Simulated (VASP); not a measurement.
# KF (P6_3/mmc) in VASP: further runs

Runs on KF. Level: PBE. Tasks: single point.

Program: VASP 6.6.1. These are calculated values, not measurements. Logs are shortened: lines on timing, memory, paths and dates and some standing lists are left out, and cuts for length are marked.

## (1) The cell of the first run

Symmetry: P6_3/mmc, No. 194, hexagonal system. Conventional cell: a = 3.660 Å, b = 3.660 Å, c = 6.479 Å, α = 90.00°, β = 90.00°, γ = 120.00°. K (site symmetry -3m) has 6 F at 2.66 Å and 2 K at 3.24 Å within 3.5 Å. Within 3.5 Å of F (site symmetry -6m2) lie 6 K at 2.66 Å.

## (2) Single point, PBE

Input file INCAR:

```
SYSTEM = KF
PREC = Accurate
ENCUT = 520
EDIFF = 1E-6
ISMEAR = 0
SIGMA = 0.01
LREAL = .False.
LASPH = .True.
NELM = 80
ALGO = Normal
ISIF = 2
LWAVE = .False.
LCHARG = .False.
GGA = PE
NBANDS = 24
```

Input file KPOINTS:

```
regular mesh
0
Gamma
  6 6 2
  0 0 0
```

Input file POSCAR:

```
KF
1.0
    3.6599347813      0.0000000000      0.0000000000
   -1.8299673906      3.1695964968      0.0000000000
    0.0000000000      0.0000000000      6.4788134853
K F
2 2
Direct
    0.0000000000      0.0000000000      0.0000000000
    0.0000000000      0.0000000000      0.5000000000
    0.3333333333      0.6666666667      0.2500000000
    0.6666666667      0.3333333333      0.7500000000
```

Potentials or basis: VASP PAW PBE potentials, release 64 (K_sv, F).

On the command line:

```bash
cat potpaw_PBE.64/K_sv/POTCAR potpaw_PBE.64/F/POTCAR > POTCAR
mpirun -np 1 vasp_std > vasp.out
```

OUTCAR:

```text
SYSTEM = KF
   PREC = Accurate
   ENCUT = 520
   EDIFF = 1E-6
   ISMEAR = 0
   LREAL = .False.
   LASPH = .True.
   NELM = 80
   ISIF = 2
   GGA = PE

 ion  position               nearest neighbor table
   1  0.000  0.000  0.000-   3 2.66   4 2.66   3 2.66   4 2.66   4 2.66   3 2.66   2 3.24   2 3.24

   2  0.000  0.000  0.500-   3 2.66   4 2.66   3 2.66   4 2.66   4 2.66   3 2.66   1 3.24   1 3.24

   3  0.333  0.667  0.250-   1 2.66   2 2.66   1 2.66   2 2.66   1 2.66   2 2.66
   4  0.667  0.333  0.750-   1 2.66   2 2.66   1 2.66   2 2.66   1 2.66   2 2.66

  LATTYP: Found a hexagonal cell.
 ALAT       =     3.6599347813
 C/A-ratio  =     1.7701991627

  Lattice vectors:

 A1 = (   3.6599347813,   0.0000000000,   0.0000000000)
 A2 = (  -1.8299673906,   3.1695964968,   0.0000000000)
 A3 = (   0.0000000000,   0.0000000000,   6.4788134853)

Analysis of symmetry for initial positions (statically):
=====================================================================
 Subroutine PRICEL returns:
 Original cell was already a primitive cell.

 Routine SETGRP: Setting up the symmetry group for a
 hexagonal supercell.

 Subroutine GETGRP returns: Found 24 space group operations
 (whereof 12 operations were pure point group operations)
 out of a pool of 24 trial point group operations.

The static configuration has the point symmetry D_3d.
 The point group associated with its full space group is D_6h.

Analysis of symmetry for dynamics (positions and initial velocities):
=====================================================================
 Subroutine PRICEL returns:
 Original cell was already a primitive cell.

 Routine SETGRP: Setting up the symmetry group for a
 hexagonal supercell.

 Subroutine GETGRP returns: Found 24 space group operations
 (whereof 12 operations were pure point group operations)
 out of a pool of 24 trial point group operations.

The dynamic configuration has the point symmetry D_3d.
 The point group associated with its full space group is D_6h.

 Subroutine INISYM returns: Found 24 space group operations
 (whereof 12 operations are pure point group operations),
 and found     1 'primitive' translations

----------------------------------------------------------------------------------------

                                     Primitive cell

  volume of cell :      75.1576

  direct lattice vectors                    reciprocal lattice vectors
     3.659934781  0.000000000  0.000000000     0.273228912  0.157748786  0.000000000
    -1.829967391  3.169596497  0.000000000     0.000000000  0.315497572  0.000000000
     0.000000000  0.000000000  6.478813485     0.000000000  0.000000000  0.154349250

  length of vectors
     3.659934781  3.659934781  6.478813485     0.315497572  0.315497572  0.154349250

  position of ions in fractional coordinates (direct lattice)
     0.000000000  0.000000000  0.000000000
     0.000000000  0.000000000  0.500000000
     0.333333333  0.666666667  0.250000000
     0.666666667  0.333333333  0.750000000

  ion indices of the primitive-cell ions
   primitive index   ion index
                 1           1
                 2           2
                 3           3
                 4           4

----------------------------------------------------------------------------------------

 KPOINTS: regular mesh

Automatic generation of k-mesh.
 Grid dimensions read from file:
 generate k-points for:    6    6    2

 Generating k-lattice:

  Cartesian coordinates                     Fractional coordinates (reciprocal lattice)
     0.045538152  0.026291464  0.000000000     0.166666667  0.000000000  0.000000000
     0.000000000  0.052582929  0.000000000     0.000000000  0.166666667  0.000000000
     0.000000000  0.000000000  0.077174625     0.000000000  0.000000000  0.500000000

  Length of vectors
     0.052582929  0.052582929  0.077174625

  Shift w.r.t. Gamma in fractional coordinates (k-lattice)
     0.000000000  0.000000000  0.000000000

 Subroutine IBZKPT returns following result:
 ===========================================

 Found     14 irreducible k-points:

 Following reciprocal coordinates:
            Coordinates               Weight
  0.000000  0.000000  0.000000      1.000000
  0.166667  0.000000  0.000000      6.000000
  0.333333  0.000000  0.000000      6.000000
  0.500000  0.000000  0.000000      3.000000
  0.166667  0.166667  0.000000      6.000000
  0.333333  0.166667  0.000000     12.000000
  0.333333  0.333333  0.000000      2.000000
  0.000000  0.000000  0.500000      1.000000
  0.166667  0.000000  0.500000      6.000000
  0.333333  0.000000  0.500000      6.000000
  0.500000  0.000000  0.500000      3.000000
  0.166667  0.166667  0.500000      6.000000
  0.333333  0.166667  0.500000     12.000000
  0.333333  0.333333  0.500000      2.000000
   k-points           NKPTS =     14   k-points in BZ     NKDIM =     14   number of bands    NBANDS=     24
   number of dos      NEDOS =    301   number of ions     NIONS =      4
   total plane-waves  NPLWV =  37632
   dimension x,y,z NGX =    28 NGY =   28 NGZ =   48
   dimension x,y,z NGXF=    56 NGYF=   56 NGZF=   96
   ions per type =               2   2
   NGX,Y,Z   is equivalent  to a cutoff of  12.72, 12.72, 12.32 a.u.
   NGXF,Y,Z  is equivalent  to a cutoff of  25.44, 25.44, 24.63 a.u.
 SYSTEM =  KF
   PREC   = accura    normal or accurate (medium, high low for compatibility)
   ISTART =      0    job   : 0-new  1-cont  2-samecut
   ICHARG =      2    charge: 1-file 2-atom 10-const
   ISPIN  =      1    spin polarized calculation?
   LNONCOLLINEAR =      F non collinear calculations
   LSORBIT =      F    spin-orbit coupling
   LASPH  =      T    aspherical Exc in radial PAW
   ENCUT  =  520.0 eV  38.22 Ry    6.18 a.u.   6.81  6.81 12.05*2*pi/ulx,y,z
   NELM   =     80;   NELMIN=  2; NELMDL= -5     # of ELM steps
   EDIFF  = 0.1E-05   stopping-criterion for ELM
   LREAL  =      F    real-space projection
   EDIFFG = 0.1E-04   stopping-criterion for IOM
   NSW    =      0    number of steps for IOM
   IBRION =     -1    ionic relax: 0-MD 1-quasi-New 2-CG
   NFREE  =      0    steps in history (QN), initial steepest desc. (CG)
   ISIF   =      2    stress and relaxation
   ISYM   =      2    0-nonsym 1-usesym 2-fastsym
   POTIM  = 0.5000    time-step for ionic-motion
[... 44 lines left out ...]
 fundamental gap:      6.1854477758
 Fermi energy:        -2.6349035354

 k-point     1 :       0.0000    0.0000    0.0000
  band No.  band energies     occupation
      1     -29.0282      2.00000
      2     -28.8849      2.00000
      3     -21.5236      2.00000
      4     -21.4092      2.00000
      5     -12.7005      2.00000
      6     -12.2642      2.00000
[... 16 lines left out ...]
     23       8.6606      0.00000
     24       8.6606      0.00000

 k-point     2 :       0.1667    0.0000    0.0000
  band No.  band energies     occupation
      1     -29.0057      2.00000
      2     -28.8694      2.00000
      3     -21.5026      2.00000
      4     -21.4261      2.00000
      5     -12.7479      2.00000
      6     -12.3479      2.00000
[... 16 lines left out ...]
     23       8.9482      0.00000
     24       9.1682      0.00000

 k-point     3 :       0.3333    0.0000    0.0000
  band No.  band energies     occupation
      1     -28.9602      2.00000
      2     -28.8382      2.00000
      3     -21.4801      2.00000
      4     -21.4408      2.00000
      5     -12.8543      2.00000
      6     -12.5627      2.00000
[... 16 lines left out ...]
     23       9.3197      0.00000
     24      10.5034      0.00000

 k-point     4 :       0.5000    0.0000    0.0000
  band No.  band energies     occupation
      1     -28.9371      2.00000
      2     -28.8225      2.00000
      3     -21.4932      2.00000
      4     -21.4241      2.00000
      5     -12.9150      2.00000
      6     -12.6934      2.00000
[... 16 lines left out ...]
     23      10.6830      0.00000
     24      10.8960      0.00000

 k-point     5 :       0.1667    0.1667    0.0000
  band No.  band energies     occupation
      1     -28.9716      2.00000
      2     -28.8460      2.00000
      3     -21.4726      2.00000
      4     -21.4503      2.00000
      5     -12.8195      2.00000
      6     -12.4679      2.00000
[... 16 lines left out ...]
     23       9.0990      0.00000
     24      10.2738      0.00000

 k-point     6 :       0.3333    0.1667    0.0000
  band No.  band energies     occupation
      1     -28.9372      2.00000
      2     -28.8225      2.00000
      3     -21.4770      2.00000
      4     -21.4397      2.00000
      5     -12.8925      2.00000
      6     -12.6219      2.00000
[... 16 lines left out ...]
     23       9.2206      0.00000
     24      10.9211      0.00000

 k-point     7 :       0.3333    0.3333    0.0000
  band No.  band energies     occupation
      1     -28.9256      2.00000
      2     -28.8146      2.00000
      3     -21.4573      2.00000
      4     -21.4573      2.00000
      5     -12.8982      2.00000
      6     -12.5437      2.00000
[... 16 lines left out ...]
     23       8.6324      0.00000
     24      10.9920      0.00000

 k-point     8 :       0.0000    0.0000    0.5000
  band No.  band energies     occupation
      1     -28.9576      2.00000
      2     -28.9576      2.00000
      3     -21.4647      2.00000
      4     -21.4647      2.00000
      5     -12.3994      2.00000
      6     -12.3994      2.00000
[... 16 lines left out ...]
     23       8.6991      0.00000
     24       8.6991      0.00000

 k-point     9 :       0.1667    0.0000    0.5000
  band No.  band energies     occupation
      1     -28.9385      2.00000
      2     -28.9385      2.00000
      3     -21.4628      2.00000
      4     -21.4628      2.00000
      5     -12.4387      2.00000
      6     -12.4387      2.00000
[... 16 lines left out ...]
     23       9.1369      0.00000
     24       9.1369      0.00000

 k-point    10 :       0.3333    0.0000    0.5000
  band No.  band energies     occupation
      1     -28.8999      2.00000
      2     -28.8999      2.00000
      3     -21.4597      2.00000
      4     -21.4597      2.00000
      5     -12.5708      2.00000
      6     -12.5708      2.00000
[... 16 lines left out ...]
     23      10.0765      0.00000
     24      10.0908      0.00000

 k-point    11 :       0.5000    0.0000    0.5000
  band No.  band energies     occupation
      1     -28.8804      2.00000
      2     -28.8804      2.00000
      3     -21.4585      2.00000
      4     -21.4585      2.00000
      5     -12.6581      2.00000
      6     -12.6581      2.00000
[... 16 lines left out ...]
     23      10.1988      0.00000
     24      10.1989      0.00000

 k-point    12 :       0.1667    0.1667    0.5000
  band No.  band energies     occupation
      1     -28.9096      2.00000
      2     -28.9096      2.00000
      3     -21.4603      2.00000
      4     -21.4603      2.00000
      5     -12.5132      2.00000
      6     -12.5132      2.00000
[... 16 lines left out ...]
     23       9.8447      0.00000
     24       9.8447      0.00000

 k-point    13 :       0.3333    0.1667    0.5000
  band No.  band energies     occupation
      1     -28.8804      2.00000
      2     -28.8804      2.00000
      3     -21.4581      2.00000
      4     -21.4581      2.00000
      5     -12.6208      2.00000
      6     -12.6208      2.00000
[... 16 lines left out ...]
     23       9.5344      0.00000
     24       9.5344      0.00000

 k-point    14 :       0.3333    0.3333    0.5000
  band No.  band energies     occupation
      1     -28.8707      2.00000
      2     -28.8707      2.00000
      3     -21.4571      2.00000
      4     -21.4571      2.00000
      5     -12.6258      2.00000
      6     -12.6258      2.00000
[... 16 lines left out ...]
     23       9.1439      0.00000
     24       9.1439      0.00000

------------------------ aborting loop because EDIFF is reached ----------------------------------------

  FORCE on cell =-STRESS in cart. coord.  units (eV):
  Direction    XX          YY          ZZ          XY          YZ          ZX
  --------------------------------------------------------------------------------------
  -------------------------------------------------------------------------------------
  Total        0.9033240      0.9033240      1.0274778      0.0000000      0.0000000      0.0000000
  in kB       19.2566758     19.2566758     21.9033333      0.0000000      0.0000000      0.0000000
  external PRESSURE =      20.1388949 kB  Pullay stress =       0.0000000 kB

 VOLUME and BASIS-vectors are now :
 -----------------------------------------------------------------------------
  energy-cutoff  :      520.00
  volume of cell :       75.16
      direct lattice vectors                 reciprocal lattice vectors
     3.659934781  0.000000000  0.000000000     0.273228912  0.157748786  0.000000000
    -1.829967391  3.169596497  0.000000000     0.000000000  0.315497572  0.000000000
     0.000000000  0.000000000  6.478813485     0.000000000  0.000000000  0.154349250

 POSITION                                       TOTAL-FORCE (eV/Angst)
 -----------------------------------------------------------------------------------
      0.00000      0.00000      0.00000        -0.000000      0.000000      0.000000
      0.00000      0.00000      3.23941        -0.000000      0.000000      0.000000
     -0.00000      2.11306      1.61970         0.000000     -0.000000     -0.000000
      1.82997      1.05653      4.85911        -0.000000      0.000000      0.000000
 -----------------------------------------------------------------------------------
    total drift:                                0.000000     -0.000000      0.000000

  FREE ENERGIE OF THE ION-ELECTRON SYSTEM (eV)
  ---------------------------------------------------
  free  energy   TOTEN  =       -16.4017908240 eV

  energy  without entropy=      -16.4017908240  energy(sigma->0) =      -16.40179082
```

It took 35 s on 1 thread of Intel Xeon 8259CL, shared host; peak memory 0.19 GiB.

Results:

```
Free energy            : -16.4018 eV
Pressure               : 2.0 GPa
Band gap on the k mesh : 6.19 eV
```

Stress tensor (GPa, compression positive):
```
1.93 0.00 0.00
0.00 1.93 0.00
0.00 0.00 2.19
```

Levels at points of the mesh, in eV from the valence-band top:
```
           k point  band 14  band 15  band 16  band 17  band 18  band 19
(0.00, 0.00, 0.00)    -0.08     0.00     0.00     6.19     9.06     9.41
(0.50, 0.00, 0.00)    -0.25    -0.14    -0.06     8.23     9.77     9.86
(0.00, 0.00, 0.50)    -0.15    -0.15    -0.15     7.51     7.51    10.17
(0.50, 0.00, 0.50)    -0.31    -0.20    -0.20     8.86     8.86    10.54
```

Caveat: the k points lie up to 0.48 Å⁻¹ apart.

## (3) Single point, PBE (19.73 Å³/atom)

This run uses another cell than the first one, of 19.73 Å³/atom.

Input file INCAR:

```
PREC     = Accurate       # precision mode
ENCUT    = 520            # plane-wave cutoff, eV
EDIFF    = 1E-6           # SCF threshold, eV
ISMEAR   = 0              # smearing method
SIGMA    = 0.01           # smearing width, eV
LREAL    = F              # projectors in reciprocal space
LASPH    = T              # aspherical terms in the spheres
NELM     = 60             # most SCF steps
ALGO     = Normal         # electronic algorithm
ISIF     = 2              # what is computed and relaxed
LWAVE    = F              # write WAVECAR
LCHARG   = T              # write CHGCAR
GGA      = PE             # functional
LELF     = T              # ELF
LVHAR    = T            
NBANDS   = 24             # bands
```

Input file KPOINTS:

```
Automatic mesh
0
Gamma
  6 6 2
```

Input file POSCAR:

```
KF
1.0
    3.7199443779      0.0000000000      0.0000000000
   -1.8599721889      3.2215663319      0.0000000000
    0.0000000000      0.0000000000      6.5850424229
K F
2 2
Direct
    0.0000000000      0.0000000000      0.0000000000
    0.0000000000      0.0000000000      0.5000000000
    0.3333333333      0.6666666667      0.2500000000
    0.6666666667      0.3333333333      0.7500000000
```

Potentials or basis: VASP PAW PBE potentials, release 64 (K_sv, F).

On the command line:

```bash
cat potpaw_PBE.64/K_sv/POTCAR potpaw_PBE.64/F/POTCAR > POTCAR
mpirun -np 1 vasp_std > vasp.out
```

Run time: 49 s. Hardware: 1 thread of Intel Xeon 8259CL, shared host; peak memory 0.19 GiB.

Results (log left out):

| Item | Value |
| --- | --- |
| Free energy | -16.4341 eV |
| Pressure | 0.4 GPa |
| Band gap on the k mesh | 5.94 eV |

Levels at points of the mesh, in eV from the valence-band top:
```
           k point  band 14  band 15  band 16  band 17  band 18  band 19
(0.00, 0.00, 0.00)    -0.08     0.00     0.00     5.94     8.97     9.13
(0.50, 0.00, 0.00)    -0.26    -0.16    -0.07     8.15     9.59     9.61
(0.00, 0.00, 0.50)    -0.13    -0.13    -0.13     7.23     7.23     9.97
(0.50, 0.00, 0.50)    -0.29    -0.19    -0.19     8.74     8.74    10.23
```

Caveat: the k points lie up to 0.48 Å⁻¹ apart.

## (4) Single point, PBE (20.67 Å³/atom)

This run uses another cell than the first one, of 20.67 Å³/atom.

Input file INCAR:

```
SYSTEM = KF
  PREC = Accurate
  ENCUT = 520
  EDIFF = 1E-7
  ISMEAR = 0
  SIGMA = 0.01
  LREAL = .FALSE.
  LASPH = .TRUE.
  NELM = 60
  ALGO = Normal
  ISIF = 2
  LWAVE = .FALSE.
  LCHARG = .FALSE.
  GGA = PE
  NBANDS = 24
```

Input file KPOINTS:

```
regular mesh
0
G
  6 6 2
  0 0 0
```

Input file POSCAR:

```
KF
1.0
    3.7780778986      0.0000000000      0.0000000000
   -1.8890389493      3.2719114377      0.0000000000
    0.0000000000      0.0000000000      6.6879503326
K F
2 2
Direct
    0.0000000000      0.0000000000      0.0000000000
    0.0000000000      0.0000000000      0.5000000000
    0.3333333333      0.6666666667      0.2500000000
    0.6666666667      0.3333333333      0.7500000000
```

On the command line:

```bash
cat potpaw_PBE.64/K_sv/POTCAR potpaw_PBE.64/F/POTCAR > POTCAR
mpirun -np 1 vasp_std > vasp.out
```

Wall time 37 s (1 thread of Intel Xeon 8259CL, shared host); peak memory 0.19 GiB.

It converged, with:

```
Free energy            : -16.4310 eV
Pressure               : -0.9 GPa
Band gap on the k mesh : 5.72 eV
```

Stress tensor (GPa, compression positive):
```
-0.83  0.00  0.00
 0.00 -0.83  0.00
 0.00  0.00 -1.11
```

Levels at points of the mesh, in eV from the valence-band top:
| k point | band 12 | band 13 | band 14 | band 15 | band 16 | band 17 | band 18 | band 19 | band 20 | band 21 |
| --- | --- | --- | --- | --- | --- | --- | --- | --- | --- | --- |
| (0.00, 0.00, 0.00) | -0.23 | -0.23 | -0.09 | 0.00 | 0.00 | 5.72 | 8.87 | 8.88 | 9.74 | 10.73 |
| (0.50, 0.00, 0.00) | -0.43 | -0.29 | -0.27 | -0.17 | -0.07 | 8.06 | 9.34 | 9.46 | 9.67 | 10.04 |
| (0.00, 0.00, 0.50) | -0.45 | -0.12 | -0.12 | -0.12 | -0.12 | 6.97 | 6.97 | 9.79 | 9.79 | 11.05 |
| (0.50, 0.00, 0.50) | -0.51 | -0.28 | -0.28 | -0.18 | -0.18 | 8.62 | 8.62 | 9.94 | 9.94 | 11.13 |

Caveat: the k points lie up to 0.47 Å⁻¹ apart.

## (5) The runs side by side

| cell | gap on the mesh (eV) | pressure (GPa) |
| --- | --- | --- |
| a = 3.660, b = 3.660, c = 6.479 Å, angles 90.0, 90.0, 120.0°, 4 atoms | 6.19 | 2.0 |
| a = 3.720, b = 3.720, c = 6.585 Å, angles 90.0, 90.0, 120.0°, 4 atoms | 5.94 | 0.4 |
| a = 3.778, b = 3.778, c = 6.688 Å, angles 90.0, 90.0, 120.0°, 4 atoms | 5.72 | -0.9 |

Alike in all rows: task single point; level PBE; potentials or basis VASP PAW PBE potentials, release 64 (K_sv, F); no spin polarisation; k mesh 6 × 6 × 2; cutoff (eV) 520; smearing gaussian 0.01 eV.

Caveats: all runs use coarse meshes.

Total energies depend on the potentials used, so only differences within one code and one set of settings carry meaning.
